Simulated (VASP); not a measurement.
Runs of VASP 6.6.1 on GaSb. The structure is that of space group I-4m2 (No. 119), or close to it. The cells are those of the table. 

```tsv
cell	gap on the mesh (eV)	pressure (GPa)
a = 4.720, b = 4.720, c = 3.854 Å, angles 65.9, 65.9, 48.2°, 2 atoms	none	2.1
a = 4.597, b = 4.597, c = 3.964 Å, angles 64.5, 64.5, 51.1°, 2 atoms	none	2.4
a = 4.497, b = 4.497, c = 4.071 Å, angles 63.1, 63.1, 53.8°, 2 atoms	none	2.3
a = 4.205, b = 4.205, c = 4.856 Å, angles 54.7, 54.7, 70.5°, 2 atoms	none	0.4
a = 4.274, b = 4.274, c = 4.448 Å, angles 58.6, 58.6, 62.7°, 2 atoms	(a)	2.3
a = 4.214, b = 4.214, c = 4.700 Å, angles 56.1, 56.1, 67.8°, 2 atoms	none	1.4
a = 4.238, b = 4.238, c = 4.567 Å, angles 57.4, 57.4, 65.2°, 2 atoms	none	(b)
```

Alike in all rows: task single point; level PBE; potentials or basis VASP PAW PBE potentials, release 64 (Ga_d, Sb); no spin polarisation; k mesh 16 × 16 × 16; cutoff (eV) 520; smearing gaussian 0.15 eV.

Problem. Estimate the missing entries.

Solution. (a) 0.20; (b) 2.0.

Caveats: spin-orbit coupling is left out, which moves the levels of the heavy elements.

A k mesh can miss the band edges, and the runs leave out spin-orbit coupling on Ga, Sb.

A gap of «none» marks levels without a gap at the run's occupations.
